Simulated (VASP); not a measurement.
Write the native input for VASP 6.6.1 that does the following.

| Quantity | Value |
| --- | --- |
| Task | single point |
| Functional | revPBE |
| Dispersion | D3(BJ) |
| Potentials or basis | VASP PAW PBE potentials, release 64 (Li_sv, O) |
| Cutoff | 750 eV |
| k mesh | 8 × 8 × 8 |
| Occupations | gaussian, width 0.05 eV |
| Spin | no spin polarisation |
| Dipole correction | no |
| Further INCAR settings | ALGO = Normal; EDIFF = 1e-06; NBANDS = 13 |

The structure of Li2O lies in POSCAR:

```
Li2O
1.0
    0.0000000000      2.3095007135      2.3095007135
    2.3095007135      0.0000000000      2.3095007135
    2.3095007135      2.3095007135      0.0000000000
Li O
2 1
Direct
    0.2500000000      0.2500000000      0.2500000000
    0.7500000000      0.7500000000      0.7500000000
    0.0000000000      0.0000000000      0.0000000000
```

The input as run:

INCAR

```
SYSTEM = Li2O
PREC = Accurate
ENCUT = 750
EDIFF = 1E-6
ISMEAR = 0
SIGMA = 0.05
LREAL = .False.
LASPH = .True.
NELM = 120
ALGO = Normal
ISIF = 2
LWAVE = .False.
LCHARG = .True.
GGA = RE
IVDW = 12
LELF = .True.
LVHAR = .True.
NBANDS = 13
GGA_COMPAT = .False.
```

KPOINTS

```
Automatic mesh
0
Gamma
  8 8 8
  0 0 0
```

Potentials or basis: VASP PAW PBE potentials, release 64 (Li_sv, O).

Command:

```sh
$ cat potpaw_PBE.64/Li_sv/POTCAR potpaw_PBE.64/O/POTCAR > POTCAR
$ mpirun -np 1 vasp_std > vasp.out
```

It gave:

- Pressure: -7.5 GPa
- Band gap on the k mesh: 5.08 eV (least direct gap 5.34 eV)
- Dispersion energy per atom: -0.519 eV

Caveat: the cell stands under tension; the PAW data sets were made with another functional, which shifts forces and pressure a little.

It took 36 s on 1 thread of Intel Xeon 8259CL, with other jobs on the host, peak memory 0.18 GiB.
